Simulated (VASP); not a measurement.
A run of VASP 6.6.1 is set up as follows.

The input INCAR:

```
  PREC = Accurate
  ENCUT = 520
  EDIFF = 1E-6
  ISMEAR = -1
  SIGMA = 0.05
  LREAL = False
  LASPH = True
  NELM = 150
  ALGO = Normal
  ISIF = 2
  LWAVE = False
  LCHARG = False
  ISPIN = 2
  MAGMOM = 2 0
  LORBIT = 11
  LMAXMIX = 4
  GGA = PE
  NBANDS = 19
```

The input KPOINTS:

```
Automatic mesh
0
Gamma
  19 19 19
```

File POSCAR:

```
NiO
1.0
    0.0000000000      2.0950300000      2.1159803000
    2.0950300000      0.0000000000      2.1159803000
    2.0950300000      2.0950300000      0.0000000000
Ni O
1 1
Direct
    0.0000000000      0.0000000000      0.0000000000
    0.5000000000      0.5000000000      0.5000000000
```

Potentials or basis: VASP PAW PBE potentials, release 64 (Ni, O).

The run is started by

```console
$ cat potpaw_PBE.64/Ni/POTCAR potpaw_PBE.64/O/POTCAR > POTCAR
$ mpirun -np 1 vasp_std > vasp.out
```

Task: Predict the site moments.

Result: Ni +1.43; O +0.26 μB.

Task: Predict the pressure.

Result: 0.9 GPa.

Task: Estimate the net moment.

Result: 1.74 μB per cell.

Stress tensor (GPa, compression positive):
```
1.21 0.00 0.00
0.00 1.21 0.00
0.00 0.00 0.37
```

Caveat: the cell differs from its parent crystal (z stretched by +1 %, then relaxed in part); a cell with one magnetic atom can't hold antiferromagnetic order, which such compounds often take.
